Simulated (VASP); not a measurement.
Cu, 5 atoms in the cell. The typed cell holds 5 atoms: a = 4.417 Å, b = 6.984 Å, c = 2.563 Å, α = 79.30°, β = 126.00°, γ = 108.43°. 

```yaml
Program: VASP 6.6.1
Task: single point
Functional: PBE
Potentials_or_basis: VASP PAW PBE potentials, release 64 (Cu)
Cutoff: 520 eV
k_mesh: 8 × 5 × 17
Occupations: gaussian, width 0.1 eV
Spin: no spin polarisation
Dipole_correction: no
Further_INCAR_settings: ALGO = Fast; EDIFF = 1e-06; NBANDS = 36
```

Potentials or basis: VASP PAW PBE potentials, release 64 (Cu).

Launch:

```bash
$ cat potpaw_PBE.64/Cu/POTCAR > POTCAR
$ mpirun -np 1 vasp_std > vasp.out
```

Hardware: 1 thread of Intel(R) Xeon(R) Platinum 8488C (Sapphire Rapids), on a shared host.

Q: How long does it take, and how much memory?

A: Wall time 10 min on 1 thread of Intel(R) Xeon(R) Platinum 8488C (Sapphire Rapids) (shared host), peak memory 0.58 GiB. Counts: scf iterations 16, k points 341.
